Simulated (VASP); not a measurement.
# GaN (rocksalt type): single point with PBE

GaN (rocksalt type):

```
Ga N
1.0
     0.00000    1.74870    1.74870
     1.74870    0.00000    1.74870
     1.74870    1.74870    0.00000
Ga N
1 1
Cartesian
  0.0000 0.0000 0.0000
  1.7487 1.7487 1.7487
```

This cell differs from its parent crystal: volume scaled by 0.55.

| Item | Value |
| --- | --- |
| Program | VASP 6.6.1 |
| Task | single point |
| Functional | PBE |
| Potentials or basis | VASP PAW PBE potentials, release 64 (Ga_d, N) |
| Cutoff | 520 eV |
| k mesh | 15 × 15 × 15 |
| Occupations | fermi-dirac, width 0.1 eV |
| Spin | no spin polarisation |

The pressure is 472.9 GPa. The band gap on the k mesh is 5.21 eV, indirect (least direct gap 6.86 eV).

Levels at points of the mesh, in eV from the valence-band top:
| k point | band 7 | band 8 | band 9 | band 10 | band 11 | band 12 |
| --- | --- | --- | --- | --- | --- | --- |
| (0.00, 0.00, 0.00) | -1.91 | -1.91 | -1.91 | 10.65 | 17.16 | 18.54 |

Run time: 19 s on 1 thread of Intel Xeon 6975P-C, on a shared host, peak memory 0.13 GiB.

 A k mesh can miss the band edges.
